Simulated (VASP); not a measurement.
# TiB (Pnma) in VASP: notebook

Runs on TiB. Level: PBEsol. Tasks: single point.

Program: VASP 6.6.1. These are calculated values, not measurements. Logs are shortened: lines on timing, memory, paths and dates and some standing lists are left out, and cuts for length are marked.

## Step 1: The cell of the first run

It takes space group Pnma (No. 62, orthorhombic). Conventional cell: a = 5.799 Å, b = 2.915 Å, c = 4.330 Å, α = 90.00°, β = 90.00°, γ = 90.00°. Ti (site symmetry m) has 7 B at 2.24 to 2.39 Å and 10 Ti at 2.71 to 3.11 Å within 3.2 Å. B (site symmetry m) has 2 B at 1.75 Å and 7 Ti at 2.24 to 2.39 Å within 2.4 Å.

## Step 2: Single point, PBEsol (9.15 Å³/atom)

The input, INCAR:

```
PREC = Accurate ; ENCUT = 520
EDIFF = 1E-7 ; ISMEAR = 0
SIGMA = 0.1 ; LREAL = F
LASPH = T ; NELM = 60
ALGO = Normal ; ISIF = 2
LWAVE = F ; LCHARG = F
GGA = PS ; NBANDS = 40
```

The input, KPOINTS:

```
Automatic mesh
0
Gamma
  6 12 8
```

The input, POSCAR:

```
TiB
1.0
    5.7991973337      0.0000000000      0.0000000000
    0.0000000000      2.9151093984      0.0000000000
    0.0000000000      0.0000000000      4.3300595759
Ti B
4 4
Direct
    0.1760335815      0.2500000000      0.1191951702
    0.8239664185      0.7500000000      0.8808048298
    0.3239664185      0.7500000000      0.6191951702
    0.6760335815      0.2500000000      0.3808048298
    0.0314463356      0.2500000000      0.6033117188
    0.9685536644      0.7500000000      0.3966882812
    0.4685536644      0.7500000000      0.1033117188
    0.5314463356      0.2500000000      0.8966882812
```

Potentials or basis: VASP PAW PBE potentials, release 64 (Ti_sv, B).

Launch:

```bash
$ cat potpaw_PBE.64/Ti_sv/POTCAR potpaw_PBE.64/B/POTCAR > POTCAR
$ mpirun -np 1 vasp_std > vasp.out
```

OUTCAR:

```text
PREC = Accurate
   ENCUT = 520
   EDIFF = 1E-7
   ISMEAR = 0
   LREAL = F
   LASPH = T
   NELM = 60
   ISIF = 2
   GGA = PS

 ion  position               nearest neighbor table
   1  0.176  0.250  0.119-   7 2.24   7 2.24   6 2.24   6 2.24   5 2.26   8 2.28   5 2.39   2 2.71
                             2 2.71   3 2.75   3 2.75   3 2.75   3 2.75
   2  0.824  0.750  0.881-   8 2.24   8 2.24   5 2.24   5 2.24   6 2.26   7 2.28   6 2.39   1 2.71
                             1 2.71   4 2.75   4 2.75   4 2.75   4 2.75
   3  0.324  0.750  0.619-   5 2.24   5 2.24   8 2.24   8 2.24   7 2.26   6 2.28   7 2.39   4 2.71
                             4 2.71   1 2.75   1 2.75   1 2.75   1 2.75
   4  0.676  0.250  0.381-   6 2.24   6 2.24   7 2.24   7 2.24   8 2.26   5 2.28   8 2.39   3 2.71
                             3 2.71   2 2.75   2 2.75   2 2.75   2 2.75
   5  0.031  0.250  0.603-   6 1.75   6 1.75   3 2.24   3 2.24   2 2.24   2 2.24   1 2.26   4 2.28
                             1 2.39
   6  0.969  0.750  0.397-   5 1.75   5 1.75   4 2.24   4 2.24   1 2.24   1 2.24   2 2.26   3 2.28
                             2 2.39
   7  0.469  0.750  0.103-   8 1.75   8 1.75   1 2.24   1 2.24   4 2.24   4 2.24   3 2.26   2 2.28
                             3 2.39
   8  0.531  0.250  0.897-   7 1.75   7 1.75   2 2.24   2 2.24   3 2.24   3 2.24   4 2.26   1 2.28
                             4 2.39

  LATTYP: Found a simple orthorhombic cell.
 ALAT       =     2.9151093984
 B/A-ratio  =     1.4853849321
 C/A-ratio  =     1.9893583880

  Lattice vectors:

 A1 = (   0.0000000000,   2.9151093984,   0.0000000000)
 A2 = (   0.0000000000,   0.0000000000,   4.3300595759)
 A3 = (   5.7991973337,   0.0000000000,   0.0000000000)

Analysis of symmetry for initial positions (statically):
=====================================================================
 Subroutine PRICEL returns:
 Original cell was already a primitive cell.

 Routine SETGRP: Setting up the symmetry group for a
 simple orthorhombic supercell.

 Subroutine GETGRP returns: Found  8 space group operations
 (whereof  2 operations were pure point group operations)
 out of a pool of  8 trial point group operations.

The static configuration has the point symmetry S_2 .
 The point group associated with its full space group is D_2h.

Analysis of symmetry for dynamics (positions and initial velocities):
=====================================================================
 Subroutine PRICEL returns:
 Original cell was already a primitive cell.

 Routine SETGRP: Setting up the symmetry group for a
 simple orthorhombic supercell.

 Subroutine GETGRP returns: Found  8 space group operations
 (whereof  2 operations were pure point group operations)
 out of a pool of  8 trial point group operations.

The dynamic configuration has the point symmetry S_2 .
 The point group associated with its full space group is D_2h.

 Subroutine INISYM returns: Found  8 space group operations
 (whereof  2 operations are pure point group operations),
 and found     1 'primitive' translations

----------------------------------------------------------------------------------------

                                     Primitive cell

  volume of cell :      73.2009

  direct lattice vectors                    reciprocal lattice vectors
     5.799197334  0.000000000  0.000000000     0.172437657  0.000000000  0.000000000
     0.000000000  2.915109398  0.000000000     0.000000000  0.343040299  0.000000000
     0.000000000  0.000000000  4.330059576     0.000000000  0.000000000  0.230943705

  length of vectors
     5.799197334  2.915109398  4.330059576     0.172437657  0.343040299  0.230943705

  position of ions in fractional coordinates (direct lattice)
     0.176033582  0.250000000  0.119195170
     0.823966418  0.750000000  0.880804830
     0.323966418  0.750000000  0.619195170
     0.676033582  0.250000000  0.380804830
     0.031446336  0.250000000  0.603311719
     0.968553664  0.750000000  0.396688281
     0.468553664  0.750000000  0.103311719
     0.531446336  0.250000000  0.896688281

  ion indices of the primitive-cell ions
   primitive index   ion index
                 1           1
                 2           2
                 3           3
                 4           4
                 5           5
                 6           6
                 7           7
                 8           8

----------------------------------------------------------------------------------------

 KPOINTS: Automatic mesh

Automatic generation of k-mesh.
 Grid dimensions read from file:
 generate k-points for:    6   12    8

 Generating k-lattice:

  Cartesian coordinates                     Fractional coordinates (reciprocal lattice)
     0.028739609  0.000000000  0.000000000     0.166666667  0.000000000  0.000000000
     0.000000000  0.028586692  0.000000000     0.000000000  0.083333333  0.000000000
     0.000000000  0.000000000  0.028867963     0.000000000  0.000000000  0.125000000

  Length of vectors
     0.028739609  0.028586692  0.028867963

  Shift w.r.t. Gamma in fractional coordinates (k-lattice)
     0.000000000  0.000000000  0.000000000

 Subroutine IBZKPT returns following result:
 ===========================================

 Found    140 irreducible k-points:

 Following reciprocal coordinates:
            Coordinates               Weight
  0.000000  0.000000  0.000000      1.000000
  0.166667  0.000000  0.000000      2.000000
  0.333333  0.000000  0.000000      2.000000
  0.500000  0.000000  0.000000      1.000000
  0.000000  0.083333  0.000000      2.000000
  0.166667  0.083333  0.000000      4.000000
[... 16 lines left out ...]
  0.333333  0.416667  0.000000      4.000000
  0.500000  0.416667  0.000000      2.000000
 [... further k-points ...]
   k-points           NKPTS =    140   k-points in BZ     NKDIM =    140   number of bands    NBANDS=     40
   number of dos      NEDOS =    301   number of ions     NIONS =      8
   total plane-waves  NPLWV =  36864
   dimension x,y,z NGX =    48 NGY =   24 NGZ =   32
   dimension x,y,z NGXF=    96 NGYF=   48 NGZF=   64
   ions per type =               4   4
   NGX,Y,Z   is equivalent  to a cutoff of  13.76, 13.69, 12.29 a.u.
   NGXF,Y,Z  is equivalent  to a cutoff of  27.52, 27.37, 24.57 a.u.
 SYSTEM =  unknown system
   PREC   = accura    normal or accurate (medium, high low for compatibility)
   ISTART =      0    job   : 0-new  1-cont  2-samecut
   ICHARG =      2    charge: 1-file 2-atom 10-const
   ISPIN  =      1    spin polarized calculation?
   LNONCOLLINEAR =      F non collinear calculations
   LSORBIT =      F    spin-orbit coupling
   LASPH  =      T    aspherical Exc in radial PAW
   ENCUT  =  520.0 eV  38.22 Ry    6.18 a.u.  10.78  5.42  8.05*2*pi/ulx,y,z
   NELM   =     60;   NELMIN=  2; NELMDL= -5     # of ELM steps
   EDIFF  = 0.1E-06   stopping-criterion for ELM
   LREAL  =      F    real-space projection
   EDIFFG = 0.1E-05   stopping-criterion for IOM
   NSW    =      0    number of steps for IOM
   IBRION =     -1    ionic relax: 0-MD 1-quasi-New 2-CG
   NFREE  =      0    steps in history (QN), initial steepest desc. (CG)
   ISIF   =      2    stress and relaxation
   ISYM   =      2    0-nonsym 1-usesym 2-fastsym
   POTIM  = 0.5000    time-step for ionic-motion
   TEBEG  =    0.0;   TEEND  =   0.0 temperature during run
   PSTRESS=    0.0 pullay stress
   NELECT =      60.0000    total number of electrons
   NUPDOWN=      -1.0000    fix difference up-down
   EMIN   =  10.00;   EMAX   =-10.00  energy-range for DOS
   EFERMI =   0.00;   METHOD = LEGACY
   ISMEAR =     0;   SIGMA  =   0.10  broadening in eV -4-tet -1-fermi 0-gaus
   EFERMI_NEDOS =   21; number of points for ismear=-14 and -15
   IALGO  =     38    algorithm
   IMIX   =      4    mixing-type and parameters
     AMIX     =   0.40;   BMIX     =  1.00
     AMIX_MAG =   1.60;   BMIX_MAG =  1.00
  volume/ion in A,a.u.               =       9.15        61.75
  Fermi-wavevector in a.u.,A,eV,Ry     =   1.532097  2.895244 31.937261  2.347322
  Thomas-Fermi vector in A             =   2.639351
   LORBIT       =      0    0 simple, 1 ext, 2 COOP (PROOUT), +10 PAW based schemes
   GGA     = PS    functional components
   LHFCALC =     F    Hartree Fock is set to
   AEXX    =    0.0000 exact exchange contribution
   IVDW    =     0    specifies the selected vdW correction
   LEPSILON=     F    determine dielectric tensor
   LRPA    =     F    only Hartree local field effects (RPA)
 non-spin polarized calculation
 Gauss-broadening in eV      SIGMA  =   0.10
  energy-cutoff  :      520.00
  volume of cell :       73.20
 maximum number of plane-waves:      1996
 NGX is ok and might be reduce to    48
   NGX = 21   NGY = 11   NGZ = 17

 number of electron      60.0000008 magnetization

 Free energy of the ion-electron system (eV)
  ---------------------------------------------------
  ext. energy  EPLUGINS =         0.00000000
  ---------------------------------------------------
  free energy    TOTEN  =       -67.60374629 eV

  energy without entropy =      -67.58597299  energy(sigma->0) =      -67.59485964

 E-fermi :  10.1904     XC(G=0): -13.2422

 val. band max:       10.1878453777   @ k =   0.1667   0.2500   0.0000
 cond. band min:      10.1907466398   @ k =   0.0000   0.0000   0.2500
 fundamental gap:      0.0029012621
 Fermi energy:        10.1904287042

 k-point     1 :       0.0000    0.0000    0.0000
  band No.  band energies     occupation
      1     -45.4197      2.00000
      2     -45.3031      2.00000
      3     -45.2278      2.00000
      4     -45.1544      2.00000
      5     -22.1490      2.00000
      6     -22.1370      2.00000
[... 32 lines left out ...]
     39      13.8535      0.00000
     40      14.5646      0.00000

 k-point     2 :       0.1667    0.0000    0.0000
  band No.  band energies     occupation
      1     -45.4141      2.00000
      2     -45.3169      2.00000
      3     -45.2169      2.00000
      4     -45.1571      2.00000
      5     -22.1519      2.00000
      6     -22.1445      2.00000
[... 939 lines left out ...]
  band No.  band energies     occupation
      1     -45.2605      2.00000
      2     -45.2605      2.00000
      3     -45.2097      2.00000
      4     -45.2097      2.00000
      5     -22.0303      2.00000
      6     -22.0303      2.00000
[... 32 lines left out ...]
     39      14.5280      0.00000
     40      14.5280      0.00000

 [... further k-points ...]

------------------------ aborting loop because EDIFF is reached ----------------------------------------

  FORCE on cell =-STRESS in cart. coord.  units (eV):
  Direction    XX          YY          ZZ          XY          YZ          ZX
  --------------------------------------------------------------------------------------
  -------------------------------------------------------------------------------------
  Total       16.4672849     16.4181216     16.4171922      0.0000000      0.0000000      0.0000000
  in kB      360.4258793    359.3498213    359.3294808      0.0000000      0.0000000      0.0000000
  external PRESSURE =     359.7017271 kB  Pullay stress =       0.0000000 kB

 VOLUME and BASIS-vectors are now :
 -----------------------------------------------------------------------------
  energy-cutoff  :      520.00
  volume of cell :       73.20
      direct lattice vectors                 reciprocal lattice vectors
     5.799197334  0.000000000  0.000000000     0.172437657  0.000000000  0.000000000
     0.000000000  2.915109398  0.000000000     0.000000000  0.343040299  0.000000000
     0.000000000  0.000000000  4.330059576     0.000000000  0.000000000  0.230943705

 POSITION                                       TOTAL-FORCE (eV/Angst)
 -----------------------------------------------------------------------------------
      1.02085      0.72878      0.51612        -0.007934      0.000000     -0.009974
      4.77834      2.18633      3.81394         0.007934      0.000000      0.009974
      1.87875      2.18633      2.68115         0.007934      0.000000     -0.009974
      3.92045      0.72878      1.64891        -0.007934     -0.000000      0.009974
      0.18236      0.72878      2.61238         0.005535      0.000000      0.011556
      5.61683      2.18633      1.71768        -0.005535      0.000000     -0.011556
      2.71724      2.18633      0.44735        -0.005535      0.000000      0.011556
      3.08196      0.72878      3.88271         0.005535      0.000000     -0.011556
 -----------------------------------------------------------------------------------
    total drift:                                0.000000     -0.000000     -0.000000

  FREE ENERGIE OF THE ION-ELECTRON SYSTEM (eV)
  ---------------------------------------------------
  free  energy   TOTEN  =       -67.6037462947 eV

  energy  without entropy=      -67.5859729944  energy(sigma->0) =      -67.59485964
```

Run time: 6 min. Hardware: 1 thread of Intel Xeon Platinum 8259CL at 2.50GHz (Skylake/Cascade Lake), shared host; peak memory 0.4 GiB.

What came out:

```yaml
Free_energy: -67.6037 eV
Pressure: 36.0 GPa
Largest_force: 0.013 eV/Å
Band_gap_on_the_k_mesh: zero (bands 30 and 31 overlap by 1.92 eV)
```

Forces on the atoms (eV/Å):
```
Ti  -0.008  0.000 -0.010
Ti   0.008  0.000  0.010
Ti   0.008  0.000 -0.010
Ti  -0.008  0.000  0.010
B    0.006  0.000  0.012
B   -0.006  0.000 -0.012
B   -0.006  0.000  0.012
B    0.006  0.000 -0.012
```

Caveat: the cell stands under pressure; the PAW data sets were made with another functional, which shifts forces and pressure a little.

(Part 1 of 2 ends here.)
